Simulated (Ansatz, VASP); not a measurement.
**Mg2ZnO3 in VASP and in Ansatz**

INCAR

```
SYSTEM = Mg2ZnO3
  PREC = Accurate
  ENCUT = 520
  EDIFF = 1E-6
  ISMEAR = 0
  SIGMA = 0.01
  LREAL = .FALSE.
  LASPH = .TRUE.
  NELM = 150
  ALGO = Normal
  ISIF = 2
  LWAVE = .FALSE.
  LCHARG = .FALSE.
  LDAU = .TRUE.
  LDAUTYPE = 2
  LDAUL = -1 2 -1
  LDAUU = 0 8 0
  LDAUJ = 0 0 0
  LDAUPRINT = 1
  NBANDS = 26
```

File KPOINTS:

```
Automatic mesh
0
G
  12 12 4
  0 0 0
```

Contents of POSCAR:

```
Mg2ZnO3
1.0
    3.0330000000      0.0000000000      0.0000000000
   -1.5165000000      2.6266500000      0.0000000000
    0.0000000000      0.0000000000      7.4033200000
Mg Zn O
2 1 3
Direct
    0.3333333333      0.6666666667      0.6658000000
    0.6666666667      0.3333333333      0.3342000000
    0.0000000000      0.0000000000      0.0000000000
    0.3333333333      0.6666666667      0.1726200000
    0.6666666667      0.3333333333      0.8273800000
    0.0000000000      0.0000000000      0.5000000000
```

Input for Ansatz:

```yaml
crystal:
  lattice:
    - [3.033, 0.0, 0.0]
    - [-1.5165, 2.62665, 0.0]
    - [0.0, 0.0, 7.40332]
  atoms:
    - { symbol: Mg, position: [0.3333333333333333, 0.6666666666666666, 0.6658] }
    - { symbol: Mg, position: [0.6666666666666666, 0.3333333333333333, 0.3342] }
    - { symbol: Zn, position: [0.0, 0.0, 0.0] }
    - { symbol: O, position: [0.3333333333333333, 0.6666666666666666, 0.17262] }
    - { symbol: O, position: [0.6666666666666666, 0.3333333333333333, 0.82738] }
    - { symbol: O, position: [0.0, 0.0, 0.5] }
kpoints:
  mp_grid:
    grid: [12, 12, 4]
    shift: [0.0, 0.0, 0.0]
hamiltonian:
  xc: lda
  hubbard:
    - { species: Zn, l: d, u_eff: 8.0 }
scf:
  convergence:
    dr2_threshold: 1.0e-09
  occupations:
    method: fixed
output:
  eigenvalues: true
```

Alike in both runs: task single point; functional LDA; k mesh 12 × 12 × 4; no spin polarisation; Hubbard terms Zn d U = 8.0 eV.

```csv
,VASP,Ansatz
version,VASP 6.6.1,Ansatz 0.2.0
potentials or method,"VASP PAW LDA potentials, release 64 (Mg, Zn, O)","plane waves, PAW"
plane-wave cutoff (eV),520,420
occupations,"gaussian, width 0.01 eV",fixed
valence electrons in the cell,34,50
```

Ansatz gave:

```
gap on the k mesh at the Fermi level (eV) : 3.05
```

Question: Which values does VASP return?

Answer: gap on the k mesh at the Fermi level (eV): 3.22.

LDA's correlation is that of Perdew and Zunger in VASP and of Perdew and Wang (1992) in Ansatz. The programs project onto different local orbitals, so the same U acts differently, and such runs can settle in different states. VASP's potentials hold 34 valence electrons a cell and Ansatz's 50, so a difference there can come from the potentials and not from the codes.
